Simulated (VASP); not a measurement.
# AlN (F-43m) in VASP: notebook, part 2 of 2

VASP 6.6.1.

## Step 3: Relaxation of cell and atoms, LDA, target pressure 2 GPa, at which the enthalpy is minimised

This run uses another cell than the first one, of 10.23 Å³/atom, 1.009 times its volume.

Contents of INCAR:

```
SYSTEM = AlN
  PREC = Accurate
  ENCUT = 600
  EDIFF = 1E-7
  ISMEAR = 0
  SIGMA = 0.01
  LREAL = .FALSE.
  LASPH = .TRUE.
  NELM = 80
  ALGO = Normal
  ISIF = 3
  LWAVE = .FALSE.
  LCHARG = .FALSE.
  IBRION = 2
  NSW = 80
  EDIFFG = -0.001
  PSTRESS = 20.0
```

Contents of KPOINTS:

```
Automatic mesh
0
G
  10 10 10
  0 0 0
```

Contents of POSCAR:

```
AlN
1.0
    0.0000000000      2.1711406870      2.1711406870
    2.1711406870      0.0000000000      2.1711406870
    2.1711406870      2.1711406870      0.0000000000
Al N
1 1
Direct
    0.0000000000      0.0000000000      0.0000000000
    0.7500000000      0.7500000000      0.7500000000
```

Potentials or basis: VASP PAW LDA potentials, release 64 (Al, N).

The run is started by

```bash
> cat potpaw_LDA.64/Al/POTCAR potpaw_LDA.64/N/POTCAR > POTCAR
> mpirun -np 1 vasp_std > vasp.out
```

Wall time 8.9 s (1 thread of Intel Xeon 6975P-C (Granite Rapids), shared host); peak memory 0.14 GiB.

It converged, with:

* Free energy: -16.3749 eV
* Relaxed volume: 10.17 Å³/atom
* Relaxed cell: a = 3.064 Å, b = 3.064 Å, c = 3.064 Å, α = 60.00°, β = 60.00°, γ = 60.00°
* Space group after relaxing (to 0.05 Å): F-43m (No. 216)
* Energy change on relaxing (the enthalpy is what falls): +0.5 meV/atom
* Ionic steps: 3
* Pressure after relaxing: 2.0 GPa
* Band gap on the k mesh: 3.23 eV, indirect (least direct gap 4.45 eV)

Step by step:
```
step  energy change (eV)  largest force (eV/Å)  pressure (GPa)  volume (Å³)
   1              0.0000                0.0000            0.55        20.47
   2              0.0034                0.0000            3.50        20.19
   3              0.0011                0.0000            1.99        20.33
```

Final structure:
```
Al N
1.0
     0.00000    2.16630    2.16630
     2.16630    0.00000    2.16630
     2.16630    2.16630    0.00000
Al N
1 1
Cartesian
  0.0000 0.0000 0.0000
  3.2494 3.2494 3.2494
```

Levels at points of the mesh, in eV from the valence-band top:
| k point | band 2 | band 3 | band 4 | band 5 | band 6 | band 7 |
| --- | --- | --- | --- | --- | --- | --- |
| (0.00, 0.00, 0.00) | 0.00 | 0.00 | 0.00 | 4.45 | 12.57 | 12.57 |
| (0.50, 0.00, 0.00) | -6.01 | -0.49 | -0.49 | 7.49 | 9.93 | 11.12 |
| (0.50, 0.50, 0.00) | -5.03 | -1.82 | -1.82 | 3.23 | 8.56 | 14.08 |

Caveat: the cell is relaxed towards a set pressure, so the enthalpy falls and the energy may rise.

## Step 4: Single point, LDA

This run uses another cell than the first one, of 9.57 Å³/atom, 0.944 times its volume.

Contents of INCAR:

```
  PREC = Accurate
  ENCUT = 520
  EDIFF = 1E-6
  ISMEAR = 0
  SIGMA = 0.01
  LREAL = F
  LASPH = T
  NELM = 80
  ALGO = Normal
  ISIF = 2
  LWAVE = F
  LCHARG = F
  GGA = CA
  NBANDS = 11
```

Contents of KPOINTS:

```
regular mesh
0
Gamma
  10 10 10
```

Contents of POSCAR:

```
AlN
1.0
    0.0000000000      2.1232337802      2.1232337802
    2.1232337802      0.0000000000      2.1232337802
    2.1232337802      2.1232337802      0.0000000000
Al N
1 1
Direct
    0.0000000000      0.0000000000      0.0000000000
    0.7500000000      0.7500000000      0.7500000000
```

Potentials or basis: VASP PAW LDA potentials, release 64 (Al, N).

The run is started by

```bash
> cat potpaw_LDA.64/Al/POTCAR potpaw_LDA.64/N/POTCAR > POTCAR
> mpirun -np 1 vasp_std > vasp.out
```

OUTCAR:

```text
PREC = Accurate
   ENCUT = 520
   EDIFF = 1E-6
   ISMEAR = 0
   LREAL = F
   LASPH = T
   NELM = 80
   ISIF = 2
   GGA = CA

 ion  position               nearest neighbor table
   1  0.000  0.000  0.000-   2 1.84   2 1.84   2 1.84   2 1.84
   2  0.750  0.750  0.750-   1 1.84   1 1.84   1 1.84   1 1.84

  LATTYP: Found a face centered cubic cell.
 ALAT       =     4.2464675604

  Lattice vectors:

 A1 = (   0.0000000000,   2.1232337802,   2.1232337802)
 A2 = (   2.1232337802,   0.0000000000,   2.1232337802)
 A3 = (   2.1232337802,   2.1232337802,   0.0000000000)

Analysis of symmetry for initial positions (statically):
=====================================================================
 Subroutine PRICEL returns:
 Original cell was already a primitive cell.

 Routine SETGRP: Setting up the symmetry group for a
 face centered cubic supercell.

 Subroutine GETGRP returns: Found 24 space group operations
 (whereof 24 operations were pure point group operations)
 out of a pool of 48 trial point group operations.

The static configuration has the point symmetry T_d .

Analysis of symmetry for dynamics (positions and initial velocities):
[... 166 lines left out ...]

 k-point     1 :       0.0000    0.0000    0.0000
  band No.  band energies     occupation
      1      -8.7960      2.00000
      2       6.5373      2.00000
      3       6.5373      2.00000
      4       6.5373      2.00000
      5      11.5484      0.00000
      6      19.7228      0.00000
      7      19.7228      0.00000
      8      19.7228      0.00000
      9      24.7409      0.00000
     10      24.7409      0.00000
     11      26.2998      0.00000
[... 309 lines left out ...]
 k-point    24 :       0.4000    0.3000    0.0000
  band No.  band energies     occupation
      1      -6.4874      2.00000
      2       2.1959      2.00000
      3       4.7247      2.00000
      4       5.0493      2.00000
      5      11.5403      0.00000
      6      16.4271      0.00000
      7      19.7035      0.00000
      8      21.8440      0.00000
      9      22.4178      0.00000
     10      28.6102      0.00000
     11      31.3807      0.00000

 [... further k-points ...]
[... 5 lines left out ...]
  --------------------------------------------------------------------------------------
  -------------------------------------------------------------------------------------
  Total        2.0229023      2.0229023      2.0229023      0.0000000      0.0000000      0.0000000
  in kB      169.3019852    169.3019852    169.3019852      0.0000000      0.0000000      0.0000000
  external PRESSURE =     169.3019852 kB  Pullay stress =       0.0000000 kB

 VOLUME and BASIS-vectors are now :
 -----------------------------------------------------------------------------
  energy-cutoff  :      520.00
  volume of cell :       19.14
      direct lattice vectors                 reciprocal lattice vectors
     0.000000000  2.123233780  2.123233780    -0.235489848  0.235489848  0.235489848
     2.123233780  0.000000000  2.123233780     0.235489848 -0.235489848  0.235489848
     2.123233780  2.123233780  0.000000000     0.235489848  0.235489848 -0.235489848

 POSITION                                       TOTAL-FORCE (eV/Angst)
 -----------------------------------------------------------------------------------
      0.00000      0.00000      0.00000         0.000000      0.000000      0.000000
      3.18485      3.18485      3.18485        -0.000000     -0.000000     -0.000000
 -----------------------------------------------------------------------------------
    total drift:                                0.000000      0.000000      0.000000

  FREE ENERGIE OF THE ION-ELECTRON SYSTEM (eV)
  ---------------------------------------------------
  free  energy   TOTEN  =       -16.3055331104 eV

  energy  without entropy=      -16.3055331104  energy(sigma->0) =      -16.30553311
```

It took 4.5 s on 1 thread of Intel Xeon 6975P-C, shared host; peak memory 0.12 GiB.

What came out:

```
Free energy            : -16.3055 eV
Pressure               : 16.9 GPa
Band gap on the k mesh : 3.26 eV, indirect (least direct gap 5.01 eV)
```

## Step 5: Relaxation of cell and atoms, LDA, target pressure 16 GPa, at which the enthalpy is minimised

This run uses another cell than the first one, of 10.23 Å³/atom, 1.009 times its volume.

Contents of INCAR:

```
SYSTEM = AlN
ALGO = Normal
EDIFF = 1E-7
EDIFFG = -0.001
ENCUT = 600
IBRION = 2
ISIF = 3
ISMEAR = 0
LASPH = .True.
LCHARG = .False.
LREAL = .False.
LWAVE = .False.
NELM = 100
NSW = 80
PREC = Accurate
PSTRESS = 160.0
SIGMA = 0.01
```

Contents of KPOINTS:

```
k-points
0
Gamma
  10 10 10
  0 0 0
```

Contents of POSCAR:

```
AlN
1.0
    0.0000000000      2.1711406870      2.1711406870
    2.1711406870      0.0000000000      2.1711406870
    2.1711406870      2.1711406870      0.0000000000
Al N
1 1
Direct
    0.0000000000      0.0000000000      0.0000000000
    0.7500000000      0.7500000000      0.7500000000
```

The run is started by

```bash
> cat potpaw_LDA.64/Al/POTCAR potpaw_LDA.64/N/POTCAR > POTCAR
> mpirun -np 1 vasp_std > vasp.out
```

It took 21 s on 1 thread of Intel Xeon 6975P-C, shared host; peak memory 0.14 GiB.

The run converged. Its results:

```yaml
Free_energy: -16.3136 eV
Relaxed_volume: 9.60 Å³/atom
Relaxed_cell: a = 3.006 Å, b = 3.006 Å, c = 3.006 Å, α = 60.00°, β = 60.00°, γ = 60.00°
Space_group_after_relaxing_to_0.05_Å: F-43m (No. 216)
Energy_change_on_relaxing_the_enthalpy_is_what_falls: +31.2 meV/atom
Ionic_steps: 4
Pressure_after_relaxing: 16.0 GPa
Band_gap_on_the_k_mesh: 3.26 eV, indirect (least direct gap 4.98 eV)
```

Step by step:
| step | energy change (eV) | largest force (eV/Å) | pressure (GPa) | volume (Å³) |
| --- | --- | --- | --- | --- |
| 1 | 0.0000 | 0.0000 | 0.55 | 20.47 |
| 2 | 0.3296 | 0.0000 | 42.01 | 17.68 |
| 3 | 0.0601 | 0.0000 | 15.66 | 19.22 |
| 4 | 0.0625 | 0.0000 | 16.00 | 19.20 |

Final structure:
```
Al N
1.0
     0.00000    2.12529    2.12529
     2.12529    0.00000    2.12529
     2.12529    2.12529    0.00000
Al N
1 1
Direct
  0.00000 0.00000 0.00000
  0.75000 0.75000 0.75000
```

Levels at points of the mesh, in eV from the valence-band top:
| k point | band 1 | band 2 | band 3 | band 4 | band 5 | band 6 | band 7 | band 8 |
| --- | --- | --- | --- | --- | --- | --- | --- | --- |
| (0.00, 0.00, 0.00) | -15.32 | 0.00 | 0.00 | 0.00 | 4.98 | 13.16 | 13.16 | 13.16 |
| (0.50, 0.00, 0.00) | -12.94 | -6.26 | -0.49 | -0.49 | 8.02 | 10.33 | 11.48 | 11.48 |
| (0.50, 0.50, 0.00) | -12.20 | -5.21 | -1.88 | -1.88 | 3.26 | 8.90 | 14.90 | 16.51 |

Caveat: the cell is relaxed towards a set pressure, so the enthalpy falls and the energy may rise.

## Step 6: Single point, LDA

This run uses another cell than the first one, of 10.23 Å³/atom, 1.009 times its volume.

Contents of INCAR:

```
  PREC = Accurate
  ENCUT = 520
  EDIFF = 1E-7
  ISMEAR = 0
  SIGMA = 0.02
  LREAL = False
  LASPH = True
  NELM = 80
  ALGO = Normal
  ISIF = 2
  LWAVE = False
  LCHARG = False
  GGA = CA
  NBANDS = 11
```

Contents of KPOINTS:

```
regular mesh
0
Gamma
  10 10 10
```

Contents of POSCAR:

```
AlN
1.0
    0.0000000000      2.1711406873      2.1711406873
    2.1711406873      0.0000000000      2.1711406873
    2.1711406873      2.1711406873      0.0000000000
Al N
1 1
Direct
    0.0000000000      0.0000000000      0.0000000000
    0.7500000000      0.7500000000      0.7500000000
```

Potentials or basis: VASP PAW LDA potentials, release 64 (Al, N).

The run is started by

```bash
> cat potpaw_LDA.64/Al/POTCAR potpaw_LDA.64/N/POTCAR > POTCAR
> mpirun -np 1 vasp_std > vasp.out
```

Run time: 21 s. Hardware: 1 thread of AMD EPYC 7R13, shared host; peak memory 0.1 GiB.

The run converged. Its results:

| Property | Result |
| --- | --- |
| Free energy | -16.3754 eV |
| Pressure | 0.6 GPa |
| Band gap on the k mesh | 3.23 eV, indirect (least direct gap 4.39 eV) |

Levels at points of the mesh, in eV from the valence-band top:
```
           k point  band 2  band 3  band 4  band 5  band 6  band 7
(0.00, 0.00, 0.00)    0.00    0.00    0.00    4.39   12.51   12.51
(0.50, 0.00, 0.00)   -5.98   -0.49   -0.49    7.43    9.89   11.07
(0.50, 0.50, 0.00)   -5.01   -1.81   -1.81    3.23    8.52   13.99
```

A k mesh can miss the band edges. Expect the measured gap to be larger: semilocal functionals such as LDA lack the derivative discontinuity.

## Step 7: The runs side by side

| task | cell | cutoff (eV) | smearing | gap on the mesh (eV) | pressure (GPa) |
| --- | --- | --- | --- | --- | --- |
| single point | a = 3.061 Å, angles 60.0°, 2 atoms | 520 | gaussian 0.01 eV | 3.23 | 2.7 |
| relaxation of cell and atoms | relaxed to 2 GPa from a = 3.070 Å, angles 60.0°, 2 atoms | 600 | gaussian 0.01 eV | 3.23 | 2.0 |
| single point | a = 3.003 Å, angles 60.0°, 2 atoms | 520 | gaussian 0.01 eV | 3.26 | 16.9 |
| relaxation of cell and atoms | relaxed to 16 GPa from a = 3.070 Å, angles 60.0°, 2 atoms | 600 | gaussian 0.01 eV | 3.26 | 16.0 |
| single point | a = 3.070 Å, angles 60.0°, 2 atoms | 520 | gaussian 0.02 eV | 3.23 | 0.6 |

Alike in all rows: level LDA; potentials or basis VASP PAW LDA potentials, release 64 (Al, N); no spin polarisation; k mesh 10 × 10 × 10.

Caveats: the cell is relaxed towards a set pressure, so the enthalpy falls and the energy may rise (some runs).

Total energies depend on the potentials used, so only differences within one code and one set of settings carry meaning.
